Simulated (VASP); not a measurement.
# SnO2 in VASP: notebook, part 2 of 2

VASP 6.6.1.

## 3. Single point, r2SCAN

POSCAR reads:

```
SnO2
1.0
    4.7598181028      0.0000000000      0.0000000000
    0.0000000000      4.7600576175      0.0000000000
    0.0000000000      0.0000000000      3.2007107555
Sn O
2 4
Direct
    0.5185663129      0.4814278677      0.5000000000
    0.0185663129     -0.0185721323      0.0000000000
    0.3058623572      0.3059582262      0.0000000000
    0.8058623572      0.1940417738      0.5000000000
    0.1941376428      0.8059582262      0.5000000000
    0.6941376428      0.6940417738      0.0000000000
```

INCAR.step1 reads:

```
PREC     = Accurate       # precision mode
ENCUT    = 520            # plane-wave cutoff, eV
ISMEAR   = 0              # smearing method
SIGMA    = 0.05           # smearing width, eV
LREAL    = False          # projectors in reciprocal space
LASPH    = True           # aspherical terms in the spheres
NELM     = 80             # most SCF steps
NBANDS   = 35             # bands
GGA      = PE             # functional
ALGO     = Normal         # electronic algorithm
EDIFF    = 1E-4           # SCF threshold, eV
LWAVE    = True           # write WAVECAR
LCHARG   = False          # write CHGCAR
```

INCAR.step2 reads:

```
PREC     = Accurate       # precision mode
ENCUT    = 520            # plane-wave cutoff, eV
EDIFF    = 1E-6           # SCF threshold, eV
ISMEAR   = 0              # smearing method
SIGMA    = 0.05           # smearing width, eV
LREAL    = False          # projectors in reciprocal space
LASPH    = True           # aspherical terms in the spheres
NELM     = 80             # most SCF steps
ALGO     = Normal         # electronic algorithm
ISIF     = 2              # what is computed and relaxed
LWAVE    = False          # write WAVECAR
LCHARG   = True           # write CHGCAR
METAGGA  = R2SCAN         # meta-GGA
LMIXTAU  = True         
LELF     = True           # ELF
LVHAR    = True         
NBANDS   = 35             # bands
ISTART   = 1
```

KPOINTS reads:

```
regular mesh
0
Gamma
  6 6 8
```

Potentials or basis: VASP PAW PBE potentials, release 64 (Sn_d, O).

Run with:

```bash
> cat potpaw_PBE.64/Sn_d/POTCAR potpaw_PBE.64/O/POTCAR > POTCAR
> cp INCAR.step1 INCAR
> mpirun -np 1 vasp_std > vasp.out
> cp INCAR.step2 INCAR
> mpirun -np 1 vasp_std > vasp.out
```

OUTCAR:

```text
PREC = Accurate
   ENCUT = 520
   EDIFF = 1E-6
   ISMEAR = 0
   LREAL = False
   LASPH = True
   NELM = 80
   ISIF = 2
   METAGGA = R2SCAN
   ISTART = 1

 ion  position               nearest neighbor table
   1  0.519  0.481  0.500-   4 1.93   6 2.07   6 2.07   3 2.07   3 2.07   5 2.18   2 3.73   2 3.73
                             2 3.73   2 3.73   2 3.73   2 3.73   2 3.73   2 3.73
   2  0.019  0.981  0.000-   5 1.99   5 1.99   6 2.06   3 2.06   4 2.15   4 2.15   1 3.73   1 3.73
                             1 3.73   1 3.73   1 3.73   1 3.73   1 3.73   1 3.73
   3  0.306  0.306  0.000-   2 2.06   1 2.07   1 2.07
   4  0.806  0.194  0.500-   1 1.93   2 2.15   2 2.15
   5  0.194  0.806  0.500-   2 1.99   2 1.99   1 2.18
   6  0.694  0.694  0.000-   2 2.06   1 2.07   1 2.07

  LATTYP: Found a simple orthorhombic cell.
 ALAT       =     3.2007107555
 B/A-ratio  =     1.4871128529
 C/A-ratio  =     1.4871876846

  Lattice vectors:

 A1 = (   0.0000000000,   0.0000000000,   3.2007107555)
 A2 = (   4.7598181028,   0.0000000000,   0.0000000000)
 A3 = (   0.0000000000,   4.7600576175,   0.0000000000)

Analysis of symmetry for initial positions (statically):
=====================================================================
[... 187 lines left out ...]

 k-point     1 :       0.0000    0.0000    0.0000
  band No.  band energies     occupation
      1     -16.2227      2.00000
      2     -15.3618      2.00000
      3     -15.0102      2.00000
      4     -14.9598      2.00000
      5     -14.9560      2.00000
      6     -14.9359      2.00000
[... 901 lines left out ...]
     34      18.8911      0.00000
     35      19.1764      0.00000

 [... further k-points ...]

------------------------ aborting loop because EDIFF is reached ----------------------------------------

  FORCE on cell =-STRESS in cart. coord.  units (eV):
  Direction    XX          YY          ZZ          XY          YZ          ZX
  --------------------------------------------------------------------------------------
  -------------------------------------------------------------------------------------
  Total        1.2590585      1.2589806      1.4457057     -1.1720591      0.0000000      0.0000000
  in kB       27.8168208     27.8150993     31.9404841    -25.8947127      0.0000000      0.0000000
  external PRESSURE =      29.1908014 kB  Pullay stress =       0.0000000 kB

 VOLUME and BASIS-vectors are now :
 -----------------------------------------------------------------------------
  energy-cutoff  :      520.00
  volume of cell :       72.52
      direct lattice vectors                 reciprocal lattice vectors
     4.759818103  0.000000000  0.000000000     0.210092062  0.000000000  0.000000000
     0.000000000  4.760057618  0.000000000     0.000000000  0.210081491  0.000000000
     0.000000000  0.000000000  3.200710755     0.000000000  0.000000000  0.312430606

 POSITION                                       TOTAL-FORCE (eV/Angst)
 -----------------------------------------------------------------------------------
      2.46828      2.29162      1.60036        -1.463678      1.463946      0.000000
      0.08837      4.67165      0.00000        -1.406917      1.407497      0.000000
      1.45585      1.45638      0.00000        -0.020563     -0.043313      0.000000
      3.83576      0.92365      1.60036         1.630113     -1.630117      0.000000
      0.92406      3.83641      1.60036         1.218418     -1.218560      0.000000
      3.30397      3.30368      0.00000         0.042626      0.020547      0.000000
 -----------------------------------------------------------------------------------
    total drift:                                0.003710     -0.003673      0.000000

  FREE ENERGIE OF THE ION-ELECTRON SYSTEM (eV)
  ---------------------------------------------------
  free  energy   TOTEN  =       -84.3822369565 eV

  energy  without entropy=      -84.3822369565  energy(sigma->0) =      -84.38223696
```

Wall time 15 min (1 thread of Oxide Virtual Turin-like, shared host); peak memory 0.29 GiB.

Results:

- Free energy: -84.3822 eV
- Pressure: 2.9 GPa
- Largest force: 2.305 eV/Å
- Band gap on the k mesh: 1.81 eV, direct

Forces in eV/Å, atoms in the order of the input:
```
Sn  -1.464  1.464  0.000
Sn  -1.407  1.407  0.000
O   -0.021 -0.043  0.000
O    1.630 -1.630  0.000
O    1.218 -1.219  0.000
O    0.043  0.021  0.000
```

Stress tensor (GPa, compression positive):
```
 2.78 -2.59  0.00
-2.59  2.78  0.00
 0.00  0.00  3.19
```

Caveat: the cell differs from its parent crystal (all Sn atoms moved +0.125 Å, as atom 1 towards its neighbour atom 4 (O) at 2.059 Å); the PAW data sets were made with another functional, which shifts forces and pressure a little; spin-orbit coupling is left out, which moves the levels of the heavy elements.
